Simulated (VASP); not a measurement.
# MoS2 (P6_3/mmc) in VASP: a series of runs, part 2 of 2

VASP 6.6.1.

## Step 3: Single point, PBEsol

The input, INCAR:

```
PREC     = Accurate       # precision mode
ENCUT    = 520            # plane-wave cutoff, eV
EDIFF    = 1E-6           # SCF threshold, eV
ISMEAR   = 0              # smearing method
SIGMA    = 0.02           # smearing width, eV
LREAL    = F              # projectors in reciprocal space
LASPH    = T              # aspherical terms in the spheres
NELM     = 100            # most SCF steps
ALGO     = Normal         # electronic algorithm
ISIF     = 2              # what is computed and relaxed
LWAVE    = F              # write WAVECAR
LCHARG   = T              # write CHGCAR
GGA      = PS             # functional
LELF     = T              # ELF
LVHAR    = T            
NBANDS   = 35             # bands
```

The input, KPOINTS:

```
regular mesh
0
Gamma
  12 12 2
```

The input, POSCAR:

```
MoS2
1.0
    2.9529050946      0.0000000000      0.0000000000
   -1.4764525473      2.5572908269      0.0000000000
    0.0000000000      0.0000000000     12.9474606635
Mo S
2 4
Direct
    0.6666666667      0.3333333333      0.2500000000
    0.3333333333      0.6666666667      0.7500000000
    0.6666666667      0.3333333333      0.6240750900
    0.3333333333      0.6666666667      0.3759249100
    0.6666666667      0.3333333333      0.8759249100
    0.3333333333      0.6666666667      0.1240750900
```

Potentials or basis: VASP PAW PBE potentials, release 64 (Mo_sv, S).

The run is started by

```console
> cat potpaw_PBE.64/Mo_sv/POTCAR potpaw_PBE.64/S/POTCAR > POTCAR
> mpirun -np 1 vasp_std > vasp.out
```

OUTCAR:

```text
PREC = Accurate
   ENCUT = 520
   EDIFF = 1E-6
   ISMEAR = 0
   LREAL = F
   LASPH = T
   NELM = 100
   ISIF = 2
   GGA = PS

 ion  position               nearest neighbor table
   1  0.667  0.333  0.250-   4 2.36   6 2.36   4 2.36   6 2.36   4 2.36   6 2.36
   2  0.333  0.667  0.750-   3 2.36   5 2.36   3 2.36   5 2.36   3 2.36   5 2.36
   3  0.667  0.333  0.624-   2 2.36   2 2.36   2 2.36
   4  0.333  0.667  0.376-   1 2.36   1 2.36   1 2.36
   5  0.667  0.333  0.876-   2 2.36   2 2.36   2 2.36
   6  0.333  0.667  0.124-   1 2.36   1 2.36   1 2.36

  LATTYP: Found a hexagonal cell.
 ALAT       =     2.9529050946
 C/A-ratio  =     4.3846518085

  Lattice vectors:

 A1 = (   2.9529050946,   0.0000000000,   0.0000000000)
 A2 = (  -1.4764525473,   2.5572908269,   0.0000000000)
 A3 = (   0.0000000000,   0.0000000000,  12.9474606635)

Analysis of symmetry for initial positions (statically):
=====================================================================
 Subroutine PRICEL returns:
 Original cell was already a primitive cell.

 Routine SETGRP: Setting up the symmetry group for a
 hexagonal supercell.

 Subroutine GETGRP returns: Found 24 space group operations
 (whereof 12 operations were pure point group operations)
 out of a pool of 24 trial point group operations.

The static configuration has the point symmetry D_3d.
 The point group associated with its full space group is D_6h.

Analysis of symmetry for dynamics (positions and initial velocities):
=====================================================================
 Subroutine PRICEL returns:
 Original cell was already a primitive cell.

 Routine SETGRP: Setting up the symmetry group for a
 hexagonal supercell.

 Subroutine GETGRP returns: Found 24 space group operations
 (whereof 12 operations were pure point group operations)
 out of a pool of 24 trial point group operations.

The dynamic configuration has the point symmetry D_3d.
 The point group associated with its full space group is D_6h.
[... 129 lines left out ...]
  Fermi-wavevector in a.u.,A,eV,Ry     =   1.326390  2.506513 23.936868  1.759310
  Thomas-Fermi vector in A             =   2.455780
   LORBIT       =      0    0 simple, 1 ext, 2 COOP (PROOUT), +10 PAW based schemes
   GGA     = PS    functional components
   LHFCALC =     F    Hartree Fock is set to
   AEXX    =    0.0000 exact exchange contribution
   IVDW    =     0    specifies the selected vdW correction
   LEPSILON=     F    determine dielectric tensor
   LRPA    =     F    only Hartree local field effects (RPA)
 non-spin polarized calculation
 Gauss-broadening in eV      SIGMA  =   0.02
  energy-cutoff  :      520.00
  volume of cell :       97.77
 maximum number of plane-waves:      2689
 NGX is ok and might be reduce to    24
   NGX = 11   NGY = 11   NGZ = 49

 number of electron      51.9999997 magnetization

 Free energy of the ion-electron system (eV)
  ---------------------------------------------------
  ext. energy  EPLUGINS =         0.00000000
  ---------------------------------------------------
  free energy    TOTEN  =       -46.14642595 eV

  energy without entropy =      -46.14642595  energy(sigma->0) =      -46.14642595

 E-fermi :   8.2624     XC(G=0): -11.4060

 val. band max:        7.9981757588   @ k =   0.3333   0.3333   0.0000
 cond. band min:       9.0828339026   @ k =   0.1667   0.1667   0.0000
 fundamental gap:      1.0846581438
 Fermi energy:         8.2624382927

 k-point     1 :       0.0000    0.0000    0.0000
  band No.  band energies     occupation
      1     -52.6296      2.00000
      2     -52.6296      2.00000
      3     -26.9854      2.00000
      4     -26.9853      2.00000
      5     -26.4138      2.00000
      6     -26.4138      2.00000
[... 901 lines left out ...]
     34      12.5228      0.00000
     35      15.2875      0.00000

 [... further k-points ...]

------------------------ aborting loop because EDIFF is reached ----------------------------------------

  FORCE on cell =-STRESS in cart. coord.  units (eV):
  Direction    XX          YY          ZZ          XY          YZ          ZX
  --------------------------------------------------------------------------------------
  -------------------------------------------------------------------------------------
  Total       12.5439661     12.5439661     -0.0763019      0.0000000      0.0000000      0.0000000
  in kB      205.5565140    205.5565140     -1.2503509      0.0000000      0.0000000      0.0000000
  external PRESSURE =     136.6208924 kB  Pullay stress =       0.0000000 kB

 VOLUME and BASIS-vectors are now :
 -----------------------------------------------------------------------------
  energy-cutoff  :      520.00
  volume of cell :       97.77
      direct lattice vectors                 reciprocal lattice vectors
     2.952905095  0.000000000  0.000000000     0.338649556  0.195519412  0.000000000
    -1.476452547  2.557290827  0.000000000     0.000000000  0.391038825  0.000000000
     0.000000000  0.000000000 12.947460663     0.000000000  0.000000000  0.077235222

 POSITION                                       TOTAL-FORCE (eV/Angst)
 -----------------------------------------------------------------------------------
      1.47645      0.85243      3.23687        -0.000000      0.000000      0.000000
     -0.00000      1.70486      9.71060         0.000000     -0.000000      0.000000
      1.47645      0.85243      8.08019         0.000000     -0.000000      0.001237
     -0.00000      1.70486      4.86727        -0.000000      0.000000     -0.001237
      1.47645      0.85243     11.34100         0.000000     -0.000000     -0.001237
     -0.00000      1.70486      1.60646        -0.000000      0.000000      0.001237
 -----------------------------------------------------------------------------------
    total drift:                               -0.000000      0.000000     -0.000000

  FREE ENERGIE OF THE ION-ELECTRON SYSTEM (eV)
  ---------------------------------------------------
  free  energy   TOTEN  =       -46.1464259544 eV

  energy  without entropy=      -46.1464259544  energy(sigma->0) =      -46.14642595
```

OSZICAR:

```text
N       E                     dE             d eps       ncg     rms          rms(c)
DAV:   1     0.455227104552E+03    0.45523E+03   -0.29597E+04  2876   0.143E+03
DAV:   2    -0.261686462777E+02   -0.48140E+03   -0.46620E+03  3162   0.378E+02
DAV:   3    -0.481767681284E+02   -0.22008E+02   -0.21611E+02  3185   0.752E+01
DAV:   4    -0.485998709106E+02   -0.42310E+00   -0.42182E+00  3172   0.106E+01
DAV:   5    -0.486076281664E+02   -0.77573E-02   -0.77559E-02  3157   0.141E+00    0.429E+01
DAV:   6    -0.466993755882E+02    0.19083E+01   -0.82277E+00  2947   0.184E+01    0.142E+01
DAV:   7    -0.465716032028E+02    0.12777E+00   -0.50121E+00  2819   0.122E+01    0.914E+00
DAV:   8    -0.461466048750E+02    0.42500E+00   -0.12096E+00  2856   0.695E+00    0.355E+00
DAV:   9    -0.461581463211E+02   -0.11541E-01   -0.11651E-01  3079   0.162E+00    0.177E+00
DAV:  10    -0.461467994058E+02    0.11347E-01   -0.55368E-02  2951   0.150E+00    0.394E-01
DAV:  11    -0.461464996801E+02    0.29973E-03   -0.32773E-03  2912   0.368E-01    0.143E-01
DAV:  12    -0.461464419862E+02    0.57694E-04   -0.31712E-04  3097   0.804E-02    0.127E-01
DAV:  13    -0.461464265729E+02    0.15413E-04   -0.17027E-04  2968   0.628E-02    0.399E-02
DAV:  14    -0.461464259544E+02    0.61844E-06   -0.64544E-06  2626   0.138E-02
   1 F= -.46146426E+02 E0= -.46146426E+02  d E =-.118044E-79
```

stdout:

```text
POSCAR found type information on POSCAR MoS
 POSCAR found :  2 types and       6 ions
 scaLAPACK will be used
 -----------------------------------------------------------------------------
|                                                                             |
|                                                                             |
|     You enforced a specific xc type in the INCAR file but a different       |
|     I HOPE YOU KNOW WHAT YOU ARE DOING!                                     |
|                                                                             |
 -----------------------------------------------------------------------------

 LDA part: xc-table for (Slater+PW92), standard interpolation
 POSCAR, INCAR and KPOINTS ok, starting setup
 FFT: planning ... GRIDC
 FFT: planning ... GRID_SOFT
 FFT: planning ... GRID
 WAVECAR not read
 entering main loop
```

Run time: 3.4 min. Hardware: 1 thread of Intel Xeon 8259CL, shared host; peak memory 0.28 GiB.

What came out:

- Free energy: -46.1464 eV
- Pressure: 13.7 GPa
- Band gap on the k mesh: 1.08 eV (least direct gap 1.85 eV)

Stress tensor (GPa, compression positive):
```
20.56  0.00  0.00
 0.00 20.56  0.00
 0.00  0.00 -0.13
```

Levels at points of the mesh, in eV from the valence-band top:
| k point | band 24 | band 25 | band 26 | band 27 | band 28 | band 29 |
| --- | --- | --- | --- | --- | --- | --- |
| (0.00, 0.00, 0.00) | -0.93 | -0.93 | -0.31 | 3.35 | 3.35 | 3.37 |
| (0.50, 0.00, 0.00) | -0.89 | -0.48 | -0.34 | 2.89 | 3.18 | 3.20 |
| (0.00, 0.00, 0.50) | -0.94 | -0.65 | -0.65 | 3.35 | 3.35 | 3.35 |
| (0.50, 0.00, 0.50) | -0.93 | -0.41 | -0.41 | 3.12 | 3.12 | 3.19 |

Caveat: the cell stands under pressure; the PAW data sets were made with another functional, which shifts forces and pressure a little; this functional lacks dispersion, which binds the layers, so the pressure and a relaxed spacing across them are unreliable. A k mesh can miss the band edges.
